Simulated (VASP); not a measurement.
# GaP in VASP: further runs

Runs on GaP. Level: PBE. Tasks: electric field gradients.

Everything below comes from runs of VASP 6.6.1. Logs are shortened: lines on timing, memory, paths and dates and some standing lists are left out, and cuts for length are marked.

### 1 The cell of the first run

The structure is tetragonal, space group I-4m2 (No. 119). Conventional cell: a = 3.854 Å, b = 3.854 Å, c = 5.614 Å, α = 90.00°, β = 90.00°, γ = 90.00°. Within 3.1 Å of Ga (site symmetry -4m2) lie 4 P at 2.38 Å. Within 3.1 Å of P (site symmetry -4m2) lie 4 Ga at 2.38 Å.

### 2 Electric field gradients, PBE (zz strain of +3 %)

INCAR

```
SYSTEM = GaP
PREC = Accurate
ENCUT = 520
EDIFF = 1E-8
ISMEAR = -1
SIGMA = 0.05
LREAL = .FALSE.
LASPH = .TRUE.
NELM = 60
ALGO = Normal
ISIF = 2
LWAVE = .FALSE.
LCHARG = .FALSE.
GGA = PE
LEFG = .TRUE.
NBANDS = 16
```

KPOINTS

```
Automatic mesh
0
G
  10 10 10
  0 0 0
```

POSCAR

```
GaP
1.0
    0.0000000000      2.7252500000      2.8070075000
    2.7252500000      0.0000000000      2.8070075000
    2.7252500000      2.7252500000      0.0000000000
Ga P
1 1
Direct
    0.0000000000      0.0000000000      0.0000000000
    0.7500000000      0.7500000000      0.7500000000
```

Potentials or basis: VASP PAW PBE potentials, release 64 (Ga_d, P).

On the command line:

```
cat potpaw_PBE.64/Ga_d/POTCAR potpaw_PBE.64/P/POTCAR > POTCAR
mpirun -np 1 vasp_std > vasp.out
```

OUTCAR:

```text
SYSTEM = GaP
   PREC = Accurate
   ENCUT = 520
   EDIFF = 1E-8
   ISMEAR = -1
   LREAL = .FALSE.
   LASPH = .TRUE.
   NELM = 60
   ISIF = 2
   GGA = PE

 ion  position               nearest neighbor table
   1  0.000  0.000  0.000-   2 2.38   2 2.38   2 2.38   2 2.38
   2  0.750  0.750  0.750-   1 2.38   1 2.38   1 2.38   1 2.38

  LATTYP: Found a body centered tetragonal cell.
 ALAT       =     3.8540855109
 C/A-ratio  =     1.4566399692

  Lattice vectors:

 A1 = (  -2.7252500000,   0.0000000000,   2.8070075000)
 A2 = (   2.7252500000,   0.0000000000,   2.8070075000)
 A3 = (   0.0000000000,   2.7252500000,  -2.8070075000)

Analysis of symmetry for initial positions (statically):
=====================================================================
 Subroutine PRICEL returns:
 Original cell was already a primitive cell.

 Routine SETGRP: Setting up the symmetry group for a
 body centered tetragonal supercell.

 Subroutine GETGRP returns: Found  8 space group operations
 (whereof  8 operations were pure point group operations)
 out of a pool of 16 trial point group operations.

The static configuration has the point symmetry D_2d.

Analysis of symmetry for dynamics (positions and initial velocities):
=====================================================================
 Subroutine PRICEL returns:
 Original cell was already a primitive cell.

 Routine SETGRP: Setting up the symmetry group for a
 body centered tetragonal supercell.

 Subroutine GETGRP returns: Found  8 space group operations
 (whereof  8 operations were pure point group operations)
 out of a pool of 16 trial point group operations.

The dynamic configuration has the point symmetry D_2d.

 Subroutine INISYM returns: Found  8 space group operations
 (whereof  8 operations are pure point group operations),
 and found     1 'primitive' translations

----------------------------------------------------------------------------------------

                                     Primitive cell

  volume of cell :      41.6952

  direct lattice vectors                    reciprocal lattice vectors
     0.000000000  2.725250000  2.807007500    -0.183469406  0.183469406  0.178125637
     2.725250000  0.000000000  2.807007500     0.183469406 -0.183469406  0.178125637
     2.725250000  2.725250000  0.000000000     0.183469406  0.183469406 -0.178125637

  length of vectors
     3.912323947  3.912323947  3.854085511     0.314723353  0.314723353  0.314723353

  position of ions in fractional coordinates (direct lattice)
     0.000000000  0.000000000  0.000000000
     0.750000000  0.750000000  0.750000000

  ion indices of the primitive-cell ions
   primitive index   ion index
                 1           1
                 2           2

----------------------------------------------------------------------------------------

 KPOINTS: Automatic mesh

Automatic generation of k-mesh.
 Grid dimensions read from file:
 generate k-points for:   10   10   10

 Generating k-lattice:

  Cartesian coordinates                     Fractional coordinates (reciprocal lattice)
    -0.018346941  0.018346941  0.017812564     0.100000000  0.000000000  0.000000000
     0.018346941 -0.018346941  0.017812564     0.000000000  0.100000000  0.000000000
     0.018346941  0.018346941 -0.017812564     0.000000000  0.000000000  0.100000000

  Length of vectors
     0.031472335  0.031472335  0.031472335

  Shift w.r.t. Gamma in fractional coordinates (k-lattice)
     0.000000000  0.000000000  0.000000000

 Subroutine IBZKPT returns following result:
 ===========================================

 Found    102 irreducible k-points:

 Following reciprocal coordinates:
            Coordinates               Weight
  0.000000  0.000000  0.000000      1.000000
  0.100000  0.000000  0.000000      8.000000
  0.200000  0.000000  0.000000      8.000000
  0.300000  0.000000  0.000000      8.000000
  0.400000  0.000000  0.000000      8.000000
  0.500000  0.000000  0.000000      4.000000
[... 16 lines left out ...]
  0.300000  0.300000  0.000000      2.000000
  0.400000  0.300000  0.000000      8.000000
 [... further k-points ...]
   k-points           NKPTS =    102   k-points in BZ     NKDIM =    102   number of bands    NBANDS=     16
   number of dos      NEDOS =    301   number of ions     NIONS =      2
   total plane-waves  NPLWV =  27000
   dimension x,y,z NGX =    30 NGY =   30 NGZ =   30
   dimension x,y,z NGXF=    60 NGYF=   60 NGZF=   60
   ions per type =               1   1
   NGX,Y,Z   is equivalent  to a cutoff of  12.75, 12.75, 12.94 a.u.
   NGXF,Y,Z  is equivalent  to a cutoff of  25.50, 25.50, 25.88 a.u.
 SYSTEM =  GaP
   PREC   = accura    normal or accurate (medium, high low for compatibility)
   ISTART =      0    job   : 0-new  1-cont  2-samecut
   ICHARG =      2    charge: 1-file 2-atom 10-const
   ISPIN  =      1    spin polarized calculation?
   LNONCOLLINEAR =      F non collinear calculations
   LSORBIT =      F    spin-orbit coupling
   LASPH  =      T    aspherical Exc in radial PAW
   ENCUT  =  520.0 eV  38.22 Ry    6.18 a.u.   7.27  7.27  7.17*2*pi/ulx,y,z
   NELM   =     60;   NELMIN=  2; NELMDL= -5     # of ELM steps
   EDIFF  = 0.1E-07   stopping-criterion for ELM
   LREAL  =      F    real-space projection
   EDIFFG = 0.1E-06   stopping-criterion for IOM
   NSW    =      0    number of steps for IOM
   IBRION =     -1    ionic relax: 0-MD 1-quasi-New 2-CG
   NFREE  =      0    steps in history (QN), initial steepest desc. (CG)
   ISIF   =      2    stress and relaxation
   ISYM   =      2    0-nonsym 1-usesym 2-fastsym
   POTIM  = 0.5000    time-step for ionic-motion
   TEBEG  =    0.0;   TEEND  =   0.0 temperature during run
   PSTRESS=    0.0 pullay stress
   NELECT =      18.0000    total number of electrons
   NUPDOWN=      -1.0000    fix difference up-down
   EMIN   =  10.00;   EMAX   =-10.00  energy-range for DOS
   EFERMI =   0.00;   METHOD = LEGACY
   ISMEAR =    -1;   SIGMA  =   0.05  broadening in eV -4-tet -1-fermi 0-gaus
   EFERMI_NEDOS =   21; number of points for ismear=-14 and -15
   IALGO  =     38    algorithm
   IMIX   =      4    mixing-type and parameters
     AMIX     =   0.40;   BMIX     =  1.00
     AMIX_MAG =   1.60;   BMIX_MAG =  1.00
  volume/ion in A,a.u.               =      20.85       140.69
  Fermi-wavevector in a.u.,A,eV,Ry     =   1.237286  2.338132 20.828855  1.530878
  Thomas-Fermi vector in A             =   2.371860
   LORBIT       =      0    0 simple, 1 ext, 2 COOP (PROOUT), +10 PAW based schemes
   GGA     = PE    functional components
   LHFCALC =     F    Hartree Fock is set to
   AEXX    =    0.0000 exact exchange contribution
   IVDW    =     0    specifies the selected vdW correction
   LEPSILON=     F    determine dielectric tensor
   LRPA    =     F    only Hartree local field effects (RPA)
 non-spin polarized calculation
  energy-cutoff  :      520.00
  volume of cell :       41.70
 maximum number of plane-waves:      1140
 NGX is ok and might be reduce to    30
   NGX = 15   NGY = 15   NGZ = 15

 number of electron      17.9999998 magnetization

 Free energy of the ion-electron system (eV)
  ---------------------------------------------------
  ext. energy  EPLUGINS =         0.00000000
  ---------------------------------------------------
  free energy    TOTEN  =        -9.12187371 eV

  energy without entropy =       -9.12187370  energy(sigma->0) =       -9.12187370

 E-fermi :   5.1322     XC(G=0):  -9.7003

 val. band max:        4.4110322957   @ k =   0.0000   0.0000   0.0000
 cond. band min:       5.9197202058   @ k =   0.5000   0.0000   0.0000
 fundamental gap:      1.5086879101
 Fermi energy:         5.1321871722

 k-point     1 :       0.0000    0.0000    0.0000
  band No.  band energies     occupation
      1     -10.1555      2.00000
      2     -10.1463      2.00000
      3     -10.1463      2.00000
      4     -10.0612      2.00000
      5     -10.0563      2.00000
      6      -7.9169      2.00000
[... 8 lines left out ...]
     15      13.8322      0.00000
     16      14.3663      0.00000
[... 419 lines left out ...]
 k-point    24 :       0.4000    0.3000    0.0000
  band No.  band energies     occupation
      1     -10.2373      2.00000
      2     -10.1050      2.00000
      3     -10.1027      2.00000
      4     -10.0751      2.00000
      5     -10.0482      2.00000
      6      -6.0716      2.00000
[... 8 lines left out ...]
     15      16.1420      0.00000
     16      17.7988      0.00000

 [... further k-points ...]

------------------------ aborting loop because EDIFF is reached ----------------------------------------

  FORCE on cell =-STRESS in cart. coord.  units (eV):
  Direction    XX          YY          ZZ          XY          YZ          ZX
  --------------------------------------------------------------------------------------
  -------------------------------------------------------------------------------------
  Total        0.2086539      0.2086539     -0.3816268      0.0000000      0.0000000      0.0000000
  in kB        8.0177201      8.0177201    -14.6643608      0.0000000      0.0000000      0.0000000
  external PRESSURE =       0.4570265 kB  Pullay stress =       0.0000000 kB

 VOLUME and BASIS-vectors are now :
 -----------------------------------------------------------------------------
  energy-cutoff  :      520.00
  volume of cell :       41.70
      direct lattice vectors                 reciprocal lattice vectors
     0.000000000  2.725250000  2.807007500    -0.183469406  0.183469406  0.178125637
     2.725250000  0.000000000  2.807007500     0.183469406 -0.183469406  0.178125637
     2.725250000  2.725250000  0.000000000     0.183469406  0.183469406 -0.178125637

 POSITION                                       TOTAL-FORCE (eV/Angst)
 -----------------------------------------------------------------------------------
      0.00000      0.00000      0.00000         0.000000      0.000000     -0.000000
      4.08788      4.08788      4.21051        -0.000000     -0.000000      0.000000
 -----------------------------------------------------------------------------------
    total drift:                               -0.000002     -0.000002     -0.000002

  FREE ENERGIE OF THE ION-ELECTRON SYSTEM (eV)
  ---------------------------------------------------
  free  energy   TOTEN  =        -9.1218737068 eV

  energy  without entropy=       -9.1218737016  energy(sigma->0) =       -9.12187370

 Electric field gradients (V/A^2)
---------------------------------------------------------------------
 ion       V_xx      V_yy      V_zz      V_xy      V_xz      V_yz
---------------------------------------------------------------------
   1       2.458     2.458    -4.916    -0.003    -0.002    -0.002
   2      -1.840    -1.840     3.680    -0.000    -0.000    -0.000
---------------------------------------------------------------------

 Electric field gradients after diagonalization (V/A^2)
 (convention: |V_zz| > |V_xx| > |V_yy|)
----------------------------------------------------------------------
 ion       V_xx      V_yy      V_zz     asymmetry (V_yy - V_xx)/ V_zz
----------------------------------------------------------------------
   1       2.461     2.455    -4.916       0.001
   2      -1.840    -1.840     3.680       0.000
----------------------------------------------------------------------

           NMR quadrupolar parameters

 Cq : quadrupolar parameter    Cq=e*Q*V_zz/h
 eta: asymmetry parameters     (V_yy - V_xx)/ V_zz
 Q  : nuclear electric quadrupole moment in mb (millibarn)
----------------------------------------------------------------------
 ion       Cq(MHz)       eta       Q (mb)
----------------------------------------------------------------------
   1      -0.012       0.001       1.000
   2       0.009       0.000       1.000
----------------------------------------------------------------------
```

Wall time 94 s (1 thread of Intel Xeon 8259CL, shared host); peak memory 0.21 GiB.

What came out:

| Property | Result |
| --- | --- |
| Free energy | -9.1219 eV |
| Pressure | 0.0 GPa |
| Band gap on the k mesh | 1.51 eV (least direct gap 1.52 eV) |
| Largest electric field gradient by atom | Ga -4.9; P +3.7 V/Å² |

Electric field gradients, principal values (V/Å²):
| atom | least | middle | greatest (by size) |
| --- | --- | --- | --- |
| 1 Ga | 2.455 | 2.461 | -4.916 |
| 2 P | -1.840 | -1.840 | 3.680 |

Caveat: the cell differs from its parent crystal (zz strain of +3 %); without QUAD_EFG the Cq values of the log hold for a quadrupole moment of 1 mb, not for the nuclei. A k mesh can miss the band edges.

[end of part 1 of 2]
